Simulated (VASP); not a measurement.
Write the native input for VASP 6.6.1 that does the following.

```yaml
Task: relaxation of cell and atoms
Functional: PBE
Potentials_or_basis: VASP PAW PBE potentials, release 64 (Te, O)
Cutoff: 600 eV
k_mesh: 8 × 8 × 8
Occupations: gaussian, width 0.1 eV
Spin: no spin polarisation
Dipole_correction: no
Further_INCAR_settings: ALGO = Normal; EDIFF = 1e-06; IBRION = 2; EDIFFG = -0.01; NSW = 100; ISIF = 3
```

The structure of Te2O lies in POSCAR:

```
Te2O
1.0
    5.2246593109      0.0000000000      0.0000000000
    0.0000000000      5.2246593109      0.0000000000
    0.0000000000      0.0000000000      5.2246593109
Te O
4 2
Direct
    0.2500000000      0.2500000000      0.2500000000
    0.2500000000      0.7500000000      0.7500000000
    0.7500000000      0.7500000000      0.2500000000
    0.7500000000      0.2500000000      0.7500000000
    0.0000000000      0.0000000000      0.0000000000
    0.5000000000      0.5000000000      0.5000000000
```

These files were run (other wordings do the same):

INCAR

```
PREC = Accurate ; ENCUT = 600
EDIFF = 1E-6 ; ISMEAR = 0
SIGMA = 0.1 ; LREAL = F
LASPH = T ; NELM = 60
ALGO = Normal ; ISIF = 3
LWAVE = F ; LCHARG = F
GGA = PE ; IBRION = 2
NSW = 100 ; EDIFFG = -0.01
```

KPOINTS

```
Automatic mesh
0
Gamma
  8 8 8
```

Potentials or basis: VASP PAW PBE potentials, release 64 (Te, O).

Launch:

```bash
$ cat potpaw_PBE.64/Te/POTCAR potpaw_PBE.64/O/POTCAR > POTCAR
$ mpirun -np 1 vasp_std > vasp.out
```

Results of the run:

| Quantity | Value |
| --- | --- |
| Relaxed volume | 23.54 Å³/atom |
| Relaxed cell | a = 5.208 Å, b = 5.208 Å, c = 5.208 Å, α = 90.00°, β = 90.00°, γ = 90.00° |
| Space group after relaxing (to 0.1 Å) | Pn-3m (No. 224) |
| Energy gained by relaxing | 0.5 meV/atom |
| Ionic steps | 3 |
| Pressure after relaxing | 0.0 GPa |
| Band gap on the k mesh | zero (bands 18 and 19 overlap by 0.57 eV) |

Caveat: spin-orbit coupling is left out, which moves the levels of the heavy elements.

It took 120 s on 1 thread of Intel(R) Xeon(R) 6975P-C (Granite Rapids), on a shared host, peak memory 0.34 GiB.
